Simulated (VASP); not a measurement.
Input of a VASP 6.6.1 run:

File INCAR:

```
SYSTEM = In2Sb
  PREC = Accurate
  ENCUT = 520
  EDIFF = 1E-6
  ISMEAR = 0
  SIGMA = 0.1
  LREAL = .False.
  LASPH = .True.
  NELM = 60
  ALGO = Fast
  ISIF = 2
  LWAVE = .False.
  LCHARG = .False.
  GGA = PS
  IVDW = 12
  NBANDS = 40
```

Contents of KPOINTS:

```
Automatic mesh
0
Gamma
  12 12 6
  0 0 0
```

POSCAR

```
In2Sb
1.0
    5.3799042018      0.0000000000      0.0000000000
   -2.6899521009      4.6591337087      0.0000000000
    0.0000000000      0.0000000000      6.7225520000
In Sb
4 2
Direct
    0.6666666667      0.3333333333      0.2500000000
    0.3333333333      0.6666666667      0.7500000000
    0.0000000000      0.0000000000      0.5000000000
    0.0000000000      0.0000000000      0.0000000000
    0.6666666667      0.3333333333      0.7500000000
    0.3333333333      0.6666666667      0.2500000000
```

Potentials or basis: VASP PAW PBE potentials, release 64 (In_d, Sb).

Run with:

```sh
$ cat potpaw_PBE.64/In_d/POTCAR potpaw_PBE.64/Sb/POTCAR > POTCAR
$ mpirun -np 1 vasp_std > vasp.out
```

Predict the band gap on the k mesh.

zero (band 31 reaches 8.01 eV, above the bottom of band 32 at 5.94 eV).

Estimate the dispersion energy per atom.

-0.381 eV.

Stress tensor (GPa, compression positive):
```
-4.39  0.00  0.00
 0.00 -4.39  0.00
 0.00  0.00 -5.81
```

Caveat: three body term missing; the PAW data sets were made with another functional, which shifts forces and pressure a little; spin-orbit coupling is left out, which moves the levels of the heavy elements; pairwise dispersion overbinds metals, which lowers pressure and volume.
